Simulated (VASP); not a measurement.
Here is a VASP 6.6.1 calculation.

INCAR

```
SYSTEM = Si7Ge
PREC     = Accurate       ! precision mode
ENCUT    = 520            ! plane-wave cutoff, eV
EDIFF    = 1E-6           ! SCF threshold, eV
ISMEAR   = 0              ! smearing method
SIGMA    = 0.03           ! smearing width, eV
LREAL    = .FALSE.        ! projectors in reciprocal space
LASPH    = .TRUE.         ! aspherical terms in the spheres
NELM     = 60             ! most SCF steps
ALGO     = Normal         ! electronic algorithm
ISIF     = 2              ! what is computed and relaxed
LWAVE    = .FALSE.        ! write WAVECAR
LCHARG   = .TRUE.         ! write CHGCAR
GGA      = PS             ! functional
LELF     = .TRUE.         ! ELF
LVHAR    = .TRUE.       
NBANDS   = 31             ! bands
```

Contents of KPOINTS:

```
regular mesh
0
G
  6 6 6
  0 0 0
```

The input POSCAR:

```
Si7Ge
1.0
    5.4352666354      0.0427688624      0.0230934039
    0.0427688624      5.2986520401      0.0931071316
    0.0230934039      0.0931071316      5.2454815823
Si Ge
7 1
Direct
    0.2294968225      0.2508024709      0.2542720875
   -0.0044267200      0.4894587015      0.5190455388
    0.5008684635      0.4995346536     -0.0102434658
    0.4856210385      0.0052234063      0.4940657590
    0.7547311276      0.2711079235      0.7692340104
    0.7553167628      0.7387852598      0.2302133023
    0.2453854206      0.7536744317      0.7410037480
    0.0330070844     -0.0085868473      0.0024090198
```

Potentials or basis: VASP PAW PBE potentials, release 64 (Si, Ge_d).

Run with:

```bash
$ cat potpaw_PBE.64/Si/POTCAR potpaw_PBE.64/Ge_d/POTCAR > POTCAR
$ mpirun -np 1 vasp_std > vasp.out
```

Problem. Predict the band gap on the k mesh.

Solution. Zero (bands 21 and 22 overlap by 0.12 eV).

Problem. Estimate the pressure.

Solution. 9.3 GPa.

Problem. Estimate the largest force.

Solution. 3.311 eV/Å.

Forces on the atoms (eV/Å):
```
Si   1.420  1.102  0.138
Si   0.246  1.538 -1.445
Si  -1.248  0.577  1.409
Si   2.267  0.097 -0.033
Si  -0.709 -3.169 -0.642
Si  -0.674  0.492  1.415
Si   0.921 -1.197 -0.897
Ge  -2.224  0.561  0.056
```

Caveat: the cell differs from its parent crystal (atoms moved at random and the cell strained at random); the cell stands under pressure; semilocal functionals underestimate gaps, so a narrow gap can read as zero; the PAW data sets were made with another functional, which shifts forces and pressure a little.
